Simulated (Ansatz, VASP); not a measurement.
# Si: VASP beside Ansatz

Contents of INCAR:

```
SYSTEM = Si
ALGO = Normal
EDIFF = 1E-6
ENCUT = 520
GGA = CA
ISIF = 2
ISMEAR = -1
LASPH = .TRUE.
LCHARG = .TRUE.
LELF = .TRUE.
LREAL = .FALSE.
LVHAR = .TRUE.
LWAVE = .FALSE.
NBANDS = 16
NELM = 100
PREC = Accurate
SIGMA = 0.05
```

KPOINTS

```
k-points
0
G
  8 8 4
  0 0 0
```

Contents of POSCAR:

```
Si
1.0
    3.8056031457      0.0000000000      0.0000000000
   -1.9028015729      3.2957490010      0.0000000000
    0.0000000000      0.0000000000      6.2901199008
Si
4
Direct
    0.6666666667      0.3333333333      0.9369905000
    0.3333333333      0.6666666667      0.4369905000
    0.6666666667      0.3333333333      0.5630095000
    0.3333333333      0.6666666667      0.0630095000
```

Contents of input.yaml:

```yaml
crystal:
  lattice:
    - [3.8056031457, 0.0, 0.0]
    - [-1.9028015729, 3.295749001, 0.0]
    - [0.0, 0.0, 6.2901199008]
  atoms:
    - { symbol: Si, position: [0.6666666667, 0.3333333333, 0.9369905] }
    - { symbol: Si, position: [0.3333333333, 0.6666666667, 0.4369905] }
    - { symbol: Si, position: [0.6666666667, 0.3333333333, 0.5630095] }
    - { symbol: Si, position: [0.3333333333, 0.6666666667, 0.0630095] }
kpoints:
  mp_grid: { grid: [8, 8, 4] }
scf:
  occupations: { method: fermi_dirac, width: 0.05 }
hamiltonian:
  xc: lda
  pseudopotentials: { kind: all_electron, lapw: { basis_error: 0.002 } }
output:
  forces: true
  stress: true
  eigenvalues: true
```

Change from the starting cell: volume scaled by 0.98.

Alike in both runs: task single point; functional LDA; k mesh 8 × 8 × 4; occupations fermi-dirac, width 0.05 eV; no spin polarisation.

```csv
,VASP,Ansatz
version,VASP 6.6.1,Ansatz 0.2.0
potentials or method,"VASP PAW LDA potentials, release 64 (Si), cutoff 520 eV","all-electron LAPW, scalar-relativistic"
```

```tsv
	VASP	Ansatz	Ansatz less VASP
gap on the k mesh at the Fermi level (eV)	0.27	0.28	+0.006
least direct gap on the mesh (eV)	0.98	0.97	-0.007
pressure (GPa)	-0.1	-0.2	-0.09
rms of the force components (eV/Å)	0.004	0.004	+0.0003
```

LDA's correlation is that of Perdew and Zunger in VASP and of Perdew and Wang (1992) in Ansatz. Atom by atom the forces differ by 0.000 eV/Å (rms over components). Ansatz ran all-electron here, and VASP with PAW potentials.
